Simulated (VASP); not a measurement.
# Al (Fm-3m) in VASP: a series of runs

The runs below take Al through single point, with r2SCAN.

Program: VASP 6.6.1. These are calculated values, not measurements. Logs are shortened: lines on timing, memory, paths and dates and some standing lists are left out, and cuts for length are marked.

## 1. The cell of the first run

It takes space group Fm-3m (No. 225, cubic). The conventional cell has a = 4.039 Å, b = 4.039 Å, c = 4.039 Å, α = 90.00°, β = 90.00°, γ = 90.00°. Within 3.8 Å of Al (site symmetry m-3m) lie 12 Al at 2.86 Å.

## 2. Single point, r2SCAN

Input file POSCAR:

```
Al
1.0
    0.0000000000      2.0194648500      2.0194648500
    2.0194648500      0.0000000000      2.0194648500
    2.0194648500      2.0194648500      0.0000000000
Al
1
Direct
    0.0000000000      0.0000000000      0.0000000000
```

Input file INCAR.step1:

```
SYSTEM = Al
PREC = Accurate
ENCUT = 520
ISMEAR = 0
SIGMA = 0.1
LREAL = .False.
LASPH = .True.
NELM = 100
NBANDS = 8
GGA = PE
ALGO = Normal
EDIFF = 1E-4
LWAVE = .True.
LCHARG = .False.
```

Input file INCAR.step2:

```
SYSTEM = Al
PREC = Accurate
ENCUT = 520
EDIFF = 1E-6
ISMEAR = 0
SIGMA = 0.1
LREAL = .False.
LASPH = .True.
NELM = 100
ALGO = Normal
ISIF = 2
LWAVE = .False.
LCHARG = .True.
METAGGA = R2SCAN
LMIXTAU = .True.
LELF = .True.
LVHAR = .True.
NBANDS = 8
ISTART = 1
```

Input file KPOINTS:

```
regular mesh
0
Gamma
  8 8 8
  0 0 0
```

Potentials or basis: VASP PAW PBE potentials, release 64 (Al).

The run is started by

```sh
$ cat potpaw_PBE.64/Al/POTCAR > POTCAR
$ cp INCAR.step1 INCAR
$ mpirun -np 1 vasp_std > vasp.out
$ cp INCAR.step2 INCAR
$ mpirun -np 1 vasp_std > vasp.out
```

OUTCAR:

```text
SYSTEM = Al
   PREC = Accurate
   ENCUT = 520
   EDIFF = 1E-6
   ISMEAR = 0
   LREAL = .False.
   LASPH = .True.
   NELM = 100
   ISIF = 2
   METAGGA = R2SCAN
   ISTART = 1

 ion  position               nearest neighbor table
   1  0.000  0.000  0.000-

  LATTYP: Found a face centered cubic cell.
 ALAT       =     4.0389297000

  Lattice vectors:

 A1 = (   0.0000000000,   2.0194648500,   2.0194648500)
 A2 = (   2.0194648500,   0.0000000000,   2.0194648500)
 A3 = (   2.0194648500,   2.0194648500,   0.0000000000)

Analysis of symmetry for initial positions (statically):
=====================================================================
 Subroutine PRICEL returns:
 Original cell was already a primitive cell.

 Routine SETGRP: Setting up the symmetry group for a
 face centered cubic supercell.

 Subroutine GETGRP returns: Found 48 space group operations
 (whereof 48 operations were pure point group operations)
 out of a pool of 48 trial point group operations.

The static configuration has the point symmetry O_h .

Analysis of symmetry for dynamics (positions and initial velocities):
=====================================================================
 Subroutine PRICEL returns:
 Original cell was already a primitive cell.

 Routine SETGRP: Setting up the symmetry group for a
 face centered cubic supercell.

 Subroutine GETGRP returns: Found 48 space group operations
 (whereof 48 operations were pure point group operations)
 out of a pool of 48 trial point group operations.

The dynamic configuration has the point symmetry O_h .

 Subroutine INISYM returns: Found 48 space group operations
 (whereof 48 operations are pure point group operations),
 and found     1 'primitive' translations

----------------------------------------------------------------------------------------

                                     Primitive cell

  volume of cell :      16.4717

  direct lattice vectors                    reciprocal lattice vectors
     0.000000000  2.019464850  2.019464850    -0.247590346  0.247590346  0.247590346
     2.019464850  0.000000000  2.019464850     0.247590346 -0.247590346  0.247590346
     2.019464850  2.019464850  0.000000000     0.247590346  0.247590346 -0.247590346

  length of vectors
     2.855954580  2.855954580  2.855954580     0.428839058  0.428839058  0.428839058

  position of ions in fractional coordinates (direct lattice)
     0.000000000  0.000000000  0.000000000

  ion indices of the primitive-cell ions
   primitive index   ion index
                 1           1

----------------------------------------------------------------------------------------

 KPOINTS: regular mesh

Automatic generation of k-mesh.
 Grid dimensions read from file:
 generate k-points for:    8    8    8

 Generating k-lattice:

  Cartesian coordinates                     Fractional coordinates (reciprocal lattice)
    -0.030948793  0.030948793  0.030948793     0.125000000  0.000000000  0.000000000
     0.030948793 -0.030948793  0.030948793     0.000000000  0.125000000  0.000000000
     0.030948793  0.030948793 -0.030948793     0.000000000  0.000000000  0.125000000

  Length of vectors
     0.053604882  0.053604882  0.053604882

  Shift w.r.t. Gamma in fractional coordinates (k-lattice)
     0.000000000  0.000000000  0.000000000

 Subroutine IBZKPT returns following result:
 ===========================================

 Found     29 irreducible k-points:

 Following reciprocal coordinates:
            Coordinates               Weight
  0.000000  0.000000  0.000000      1.000000
  0.125000  0.000000  0.000000      8.000000
  0.250000  0.000000  0.000000      8.000000
  0.375000  0.000000  0.000000      8.000000
  0.500000  0.000000  0.000000      4.000000
  0.125000  0.125000  0.000000      6.000000
[... 16 lines left out ...]
  0.500000  0.250000  0.125000     48.000000
 -0.375000  0.250000  0.125000     24.000000
 [... further k-points ...]
   k-points           NKPTS =     29   k-points in BZ     NKDIM =     29   number of bands    NBANDS=      8
   number of dos      NEDOS =    301   number of ions     NIONS =      1
   total plane-waves  NPLWV =  13824
   dimension x,y,z NGX =    24 NGY =   24 NGZ =   24
   dimension x,y,z NGXF=    48 NGYF=   48 NGZF=   48
   ions per type =               1
   NGX,Y,Z   is equivalent  to a cutoff of  13.97, 13.97, 13.97 a.u.
   NGXF,Y,Z  is equivalent  to a cutoff of  27.94, 27.94, 27.94 a.u.
 SYSTEM =  Al
   PREC   = accura    normal or accurate (medium, high low for compatibility)
   ISTART =      1    job   : 0-new  1-cont  2-samecut
   ICHARG =      0    charge: 1-file 2-atom 10-const
   ISPIN  =      1    spin polarized calculation?
   LNONCOLLINEAR =      F non collinear calculations
   LSORBIT =      F    spin-orbit coupling
   LASPH  =      T    aspherical Exc in radial PAW
   ENCUT  =  520.0 eV  38.22 Ry    6.18 a.u.   5.31  5.31  5.31*2*pi/ulx,y,z
   NELM   =    100;   NELMIN=  2; NELMDL=  0     # of ELM steps
   EDIFF  = 0.1E-05   stopping-criterion for ELM
   LREAL  =      F    real-space projection
   EDIFFG = 0.1E-04   stopping-criterion for IOM
   NSW    =      0    number of steps for IOM
   IBRION =     -1    ionic relax: 0-MD 1-quasi-New 2-CG
   NFREE  =      0    steps in history (QN), initial steepest desc. (CG)
   ISIF   =      2    stress and relaxation
   ISYM   =      2    0-nonsym 1-usesym 2-fastsym
   POTIM  = 0.5000    time-step for ionic-motion
   TEBEG  =    0.0;   TEEND  =   0.0 temperature during run
   PSTRESS=    0.0 pullay stress
   NELECT =       3.0000    total number of electrons
   NUPDOWN=      -1.0000    fix difference up-down
   EMIN   =  10.00;   EMAX   =-10.00  energy-range for DOS
   EFERMI =   0.00;   METHOD = LEGACY
   ISMEAR =     0;   SIGMA  =   0.10  broadening in eV -4-tet -1-fermi 0-gaus
   EFERMI_NEDOS =   21; number of points for ismear=-14 and -15
   IALGO  =     38    algorithm
   IMIX   =      4    mixing-type and parameters
     AMIX     =   0.40;   BMIX     =  1.00
     AMIX_MAG =   1.60;   BMIX_MAG =  1.00
  volume/ion in A,a.u.               =      16.47       111.16
  Fermi-wavevector in a.u.,A,eV,Ry     =   0.927974  1.753616 11.716453  0.861135
  Thomas-Fermi vector in A             =   2.054101
   LORBIT       =      0    0 simple, 1 ext, 2 COOP (PROOUT), +10 PAW based schemes
   METAGGA = R2SCAN    functional components
   LHFCALC =     F    Hartree Fock is set to
   AEXX    =    0.0000 exact exchange contribution
   IVDW    =     0    specifies the selected vdW correction
   LEPSILON=     F    determine dielectric tensor
   LRPA    =     F    only Hartree local field effects (RPA)
 non-spin polarized calculation
 Gauss-broadening in eV      SIGMA  =   0.10
  energy-cutoff  :      520.00
  volume of cell :       16.47
 maximum number of plane-waves:       459
 NGX is ok and might be reduce to    24

 number of electron       3.0000000 magnetization

 Free energy of the ion-electron system (eV)
  ---------------------------------------------------
  ext. energy  EPLUGINS =         0.00000000
  ---------------------------------------------------
  free energy    TOTEN  =        -6.72547155 eV

  energy without entropy =       -6.72283422  energy(sigma->0) =       -6.72415289

 E-fermi :   8.0750     XC(G=0): -10.9115

 val. band max:        8.0707114450   @ k =  -0.2500   0.5000   0.2500
 cond. band min:       8.1741668029   @ k =   0.5000   0.2500   0.1250
 fundamental gap:      0.1034553579
 Fermi energy:         8.0749712564

 k-point     1 :       0.0000    0.0000    0.0000
  band No.  band energies     occupation
      1      -3.8150      2.00000
      2      21.3669      0.00000
      3      21.3669      0.00000
      4      21.3669      0.00000
      5      23.2778      0.00000
      6      23.2778      0.00000
      7      23.2778      0.00000
      8      25.4115      0.00000

 k-point     2 :       0.1250    0.0000    0.0000
  band No.  band energies     occupation
      1      -3.3633      2.00000
      2      16.8763      0.00000
      3      20.4610      0.00000
      4      20.4610      0.00000
      5      23.7726      0.00000
      6      24.8445      0.00000
      7      24.8445      0.00000
      8      26.7675      0.00000

 k-point     3 :       0.2500    0.0000    0.0000
  band No.  band energies     occupation
      1      -2.0168      2.00000
      2      11.6981      0.00000
      3      19.6745      0.00000
      4      19.6745      0.00000
      5      23.3642      0.00000
      6      23.7828      0.00000
      7      23.7828      0.00000
      8      28.0509      0.00000

 k-point     4 :       0.3750    0.0000    0.0000
  band No.  band energies     occupation
      1       0.1995      2.00000
      2       7.1221      2.00000
      3      19.5814      0.00000
      4      19.5814      0.00000
      5      21.6626      0.00000
      6      21.6626      0.00000
      7      23.4213      0.00000
      8      25.8710      0.00000

 k-point     5 :       0.5000    0.0000    0.0000
  band No.  band energies     occupation
      1       3.0309      2.00000
      2       3.4987      2.00000
      3      20.1220      0.00000
      4      20.1220      0.00000
      5      20.3681      0.00000
      6      20.3681      0.00000
      7      24.0179      0.00000
      8      24.5125      0.00000
[... 177 lines left out ...]
 k-point    22 :       0.3750    0.2500    0.1250
  band No.  band energies     occupation
      1      -0.8307      2.00000
      2      12.0864      0.00000
      3      13.7022      0.00000
      4      17.4349      0.00000
      5      20.9137      0.00000
      6      23.0344      0.00000
      7      26.1001      0.00000
      8      29.6529      0.00000

 k-point    23 :       0.5000    0.2500    0.1250
  band No.  band energies     occupation
      1       1.3654      2.00000
      2       8.1742      0.16067
      3      12.9302      0.00000
      4      15.1839      0.00000
      5      21.6570      0.00000
      6      23.9026      0.00000
      7      26.2030      0.00000
      8      30.3865      0.00000

 k-point    24 :      -0.3750    0.2500    0.1250
  band No.  band energies     occupation
      1       4.1521      2.00000
      2       4.6432      2.00000
      3      13.2519      0.00000
      4      14.0083      0.00000
      5      22.2761      0.00000
      6      22.6451      0.00000
      7      29.7462      0.00000
      8      29.9972      0.00000

 [... further k-points ...]

------------------------ aborting loop because EDIFF is reached ----------------------------------------

  FORCE on cell =-STRESS in cart. coord.  units (eV):
  Direction    XX          YY          ZZ          XY          YZ          ZX
  --------------------------------------------------------------------------------------
  -------------------------------------------------------------------------------------
  Total       -0.3003727     -0.3003727     -0.3003727     -0.0000000     -0.0000000      0.0000000
  in kB      -29.2167681    -29.2167681    -29.2167681     -0.0000000     -0.0000000      0.0000000
  external PRESSURE =     -29.2167681 kB  Pullay stress =       0.0000000 kB

 VOLUME and BASIS-vectors are now :
 -----------------------------------------------------------------------------
  energy-cutoff  :      520.00
  volume of cell :       16.47
      direct lattice vectors                 reciprocal lattice vectors
     0.000000000  2.019464850  2.019464850    -0.247590346  0.247590346  0.247590346
     2.019464850  0.000000000  2.019464850     0.247590346 -0.247590346  0.247590346
     2.019464850  2.019464850  0.000000000     0.247590346  0.247590346 -0.247590346

 POSITION                                       TOTAL-FORCE (eV/Angst)
 -----------------------------------------------------------------------------------
      0.00000      0.00000      0.00000         0.000000     -0.000000      0.000000
 -----------------------------------------------------------------------------------
    total drift:                                0.000000     -0.000000     -0.000000

  FREE ENERGIE OF THE ION-ELECTRON SYSTEM (eV)
  ---------------------------------------------------
  free  energy   TOTEN  =        -6.7254715529 eV

  energy  without entropy=       -6.7228342198  energy(sigma->0) =       -6.72415289
```

Run time: 6.5 s. Hardware: 1 thread of Intel Xeon 6975P-C (Granite Rapids), shared host; peak memory 0.13 GiB.

Results:

| Item | Value |
| --- | --- |
| Free energy | -6.7255 eV |
| Pressure | -2.9 GPa |
| Band gap on the k mesh | zero (an odd number of electrons rules out a gap without spin polarisation) |

Caveat: the PAW data sets were made with another functional, which shifts forces and pressure a little.

## 3. Single point, r2SCAN

This run uses another cell than the first one: it holds 27 atoms, not 1.

Input file POSCAR:

```
Al
1.0
    5.9890190805      0.0000000000      5.9890190805
    5.9890190805      5.9890190805      0.0000000000
    0.0000000000      5.9890190805      5.9890190805
Al
27
Direct
    0.0000000000      0.0000000000      0.0000000000
    0.0000000000      0.3333333333      0.0000000000
    0.0000000000      0.6666666667      0.0000000000
    0.3333333333      0.0000000000      0.0000000000
    0.3333333333      0.3333333333      0.0000000000
    0.3333333333      0.6666666667      0.0000000000
    0.6666666667      0.0000000000      0.0000000000
    0.6666666667      0.3333333333      0.0000000000
    0.6666666667      0.6666666667      0.0000000000
    0.0000000000      0.0000000000      0.3333333333
    0.0000000000      0.3333333333      0.3333333333
    0.0000000000      0.6666666667      0.3333333333
    0.3333333333      0.0000000000      0.3333333333
    0.3333333333      0.3333333333      0.3333333333
    0.3333333333      0.6666666667      0.3333333333
    0.6666666667      0.0000000000      0.3333333333
    0.6666666667      0.3333333333      0.3333333333
    0.6666666667      0.6666666667      0.3333333333
    0.0000000000      0.0000000000      0.6666666667
    0.0000000000      0.3333333333      0.6666666667
    0.0000000000      0.6666666667      0.6666666667
    0.3333333333      0.0000000000      0.6666666667
    0.3333333333      0.3333333333      0.6666666667
    0.3333333333      0.6666666667      0.6666666667
    0.6666666667      0.0000000000      0.6666666667
    0.6666666667      0.3333333333      0.6666666667
    0.6666666667      0.6666666667      0.6666666667
```

Input file INCAR.step1:

```
SYSTEM = Al
ALGO = Normal
EDIFF = 1E-4
ENCUT = 520
GGA = PE
ISMEAR = 0
LASPH = .TRUE.
LCHARG = .FALSE.
LREAL = Auto
LWAVE = .TRUE.
NBANDS = 60
NELM = 100
PREC = Accurate
SIGMA = 0.1
```

Input file INCAR.step2:

```
SYSTEM = Al
ALGO = Normal
EDIFF = 1E-6
ENCUT = 520
ISIF = 2
ISMEAR = 0
ISTART = 1
LASPH = .TRUE.
LCHARG = .FALSE.
LMIXTAU = .TRUE.
LREAL = Auto
LWAVE = .FALSE.
METAGGA = R2SCAN
NBANDS = 60
NELM = 100
PREC = Accurate
SIGMA = 0.1
```

Input file KPOINTS:

```
k-points
0
G
  4 4 4
  0 0 0
```

Potentials or basis: VASP PAW PBE potentials, release 64 (Al).

The run is started by

```sh
$ cat potpaw_PBE.64/Al/POTCAR > POTCAR
$ cp INCAR.step1 INCAR
$ mpirun -np 1 vasp_std > vasp.out
$ cp INCAR.step2 INCAR
$ mpirun -np 1 vasp_std > vasp.out
```

It took 7.9 min on 1 thread of Intel Xeon 6975P-C (Granite Rapids), shared host; peak memory 0.66 GiB.

It converged, with:

```
Free energy            : -182.0871 eV
Pressure               : -0.1 GPa
Band gap on the k mesh : zero (an odd number of electrons rules out a gap without spin polarisation)
```

Levels at points of the mesh, in eV from the Fermi level:
| k point | band 37 | band 38 | band 39 | band 40 | band 41 | band 42 | band 43 | band 44 |
| --- | --- | --- | --- | --- | --- | --- | --- | --- |
| (0.00, 0.00, 0.00) | -1.12 | -1.12 | -1.12 | 0.67 | 0.67 | 0.67 | 0.67 | 0.67 |
| (0.50, 0.00, 0.00) | -0.64 | -0.64 | -0.64 | -0.64 | 1.11 | 1.11 | 1.11 | 1.11 |
| (0.50, 0.50, 0.00) | -0.59 | -0.59 | -0.59 | -0.59 | 0.89 | 0.89 | 0.89 | 0.89 |

Caveat: the PAW data sets were made with another functional, which shifts forces and pressure a little.

The gap in the log of VASP goes by the Fermi energy; the results here count the filled bands.